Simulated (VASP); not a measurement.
# CsCu4Sb3: single point with r2SCAN

Crystal: CsCu4Sb3.

```xyz
8
Lattice="4.3596 0.0000 0.0000 0.0000 4.3596 0.0000 0.0000 0.0000 11.0264" Properties=species:S:1:pos:R:3 pbc="T T T"
Cs    0.0000    0.0000    5.5132
Sb    2.1798    2.1798    3.0621
Sb    2.1798    2.1798    7.9643
Sb    0.0000    0.0000    0.0000
Cu    0.0000    2.1798    1.6913
Cu    2.1798    0.0000    1.6913
Cu    0.0000    2.1798    9.3351
Cu    2.1798    0.0000    9.3351
```

```json
{
 "Program": "VASP 6.6.1",
 "Task": "single point",
 "Functional": "r2SCAN",
 "Potentials or basis": "VASP PAW PBE potentials, release 64 (Cs_sv, Sb, Cu)",
 "Cutoff": "520 eV",
 "k mesh": "8 × 8 × 3",
 "Occupations": "fermi-dirac, width 0.0294 eV",
 "Spin": "no spin polarisation"
}
```

The pressure is -3.2 GPa, the largest force is 0.396 eV/Å and the band gap on the k mesh is zero (bands 34 and 35 overlap by 3.03 eV).

Forces in eV/Å, atoms in the order of the input:
```
Cs   0.000  0.000  0.000
Sb   0.000  0.000 -0.396
Sb   0.000  0.000  0.396
Sb   0.000  0.000  0.000
Cu   0.000  0.000 -0.308
Cu   0.000  0.000 -0.308
Cu   0.000  0.000  0.308
Cu   0.000  0.000  0.308
```

Stress tensor (GPa, compression positive):
```
-3.00  0.00  0.00
 0.00 -3.00  0.00
 0.00  0.00 -3.68
```

Levels at points of the mesh, in eV from the Fermi level:
```csv
k point,band 31,band 32,band 33,band 34,band 35,band 36
"(0.00, 0.00, 0.00)",-1.26,-0.23,-0.23,1.42,1.65,1.65
"(0.50, 0.00, 0.00)",-1.42,0.16,0.16,0.48,0.51,0.78
"(0.50, 0.50, 0.00)",-1.87,-1.79,-1.79,-1.48,-1.48,-1.11
```

Wall time 11 min on 1 thread of Intel(R) Xeon(R) Platinum 8488C (Sapphire Rapids), on a shared host, peak memory 0.48 GiB.

Caveat: the cell stands under tension; the PAW data sets were made with another functional, which shifts forces and pressure a little; spin-orbit coupling is left out, which moves the levels of the heavy elements.
